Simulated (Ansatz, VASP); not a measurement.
LiCl in VASP and in Ansatz

```
Li Cl
1.0
     0.00000    0.00000    5.18696
    -4.16974    4.16974    2.59348
    -4.16974   -4.16974    2.59348
Li Cl
4 4
Direct
  0.64230 0.50000 0.21541
  0.35770 0.50000 0.78459
  0.14230 0.21541 0.50000
  0.85770 0.78459 0.50000
  0.65152 0.19696 0.50000
  0.34848 0.80304 0.50000
  0.15152 0.50000 0.19696
  0.84848 0.50000 0.80304
```

Alike in both runs: task single point; functional PBE; k mesh 4 × 4 × 4; occupations gaussian, width 0.1 eV; no spin polarisation.

|  | VASP | Ansatz |
| --- | --- | --- |
| version | VASP 6.6.1 | Ansatz 0.2.0 |
| potentials or method | VASP PAW PBE potentials, release 64 (Li_sv, Cl), cutoff 520 eV | scalar-relativistic, plane waves, PAW |
| valence electrons in the cell | 40 | 40 |

VASP gave:

* gap on the k mesh at the Fermi level (eV): 5.43
* least direct gap on the mesh (eV): 5.43

Task: Estimate Ansatz's values.

Result: gap on the k mesh at the Fermi level (eV): 5.42; least direct gap on the mesh (eV): 5.42.

Noted on VASP's run: the cutoff is short for stress, so the pressure is rough.
